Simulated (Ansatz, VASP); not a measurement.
Nb in VASP and in Ansatz

File INCAR:

```
SYSTEM = Nb
PREC = Accurate
ENCUT = 520
EDIFF = 1E-7
ISMEAR = -1
SIGMA = 0.1
LREAL = .False.
LASPH = .True.
NELM = 80
ALGO = Normal
ISIF = 2
LWAVE = .False.
LCHARG = .False.
GGA = PE
NBANDS = 20
```

Contents of KPOINTS:

```
regular mesh
0
Gamma
  10 10 10
  0 0 0
```

The input POSCAR:

```
Nb
1.0
    0.0000000000      2.9580223088      2.9580223088
    2.9580223088      0.0000000000      2.9580223088
    2.9580223088      2.9580223088      0.0000000000
Nb
2
Direct
    0.1250000000      0.1250000000      0.1250000000
    0.8750000000      0.8750000000      0.8750000000
```

Input for Ansatz:

```yaml
crystal:
  lattice:
    - [0.0, 2.9580223088, 2.9580223088]
    - [2.9580223088, 0.0, 2.9580223088]
    - [2.9580223088, 2.9580223088, 0.0]
  atoms:
    - { symbol: Nb, position: [0.125, 0.125, 0.125] }
    - { symbol: Nb, position: [0.875, 0.875, 0.875] }
hamiltonian:
  xc: pbe
  pseudopotentials:
    kind: paw
    azcp:
      Nb: "pseudopotentials/Nb.paw.azcp"
basis:
  ecutwfc: 420
  fft_grid_basis: typed
kpoints:
  mp_grid: { grid: [10, 10, 10], shift: [0, 0, 0] }
magnetization:
  spin_polarized: false
scf:
  occupations: { method: fermi_dirac, width: 0.1 }
  lower_state_search: "off"
output:
  stress: true
```

Alike in both runs: task single point; functional PBE; k mesh 10 × 10 × 10; occupations fermi-dirac, width 0.1 eV; no spin polarisation.

```csv
,VASP,Ansatz
version,VASP 6.6.1,Ansatz 0.2.0
potentials or method,"VASP PAW PBE potentials, release 64 (Nb_sv), cutoff 520 eV","plane waves (420 eV) with PAW, scalar-relativistic"
valence electrons in the cell,26,26
```

```tsv
	VASP	Ansatz	Ansatz less VASP
pressure (GPa)	0.0	0.0	+0.01
```

The functional is the same, so the differences come from potentials, cutoffs and numerics.
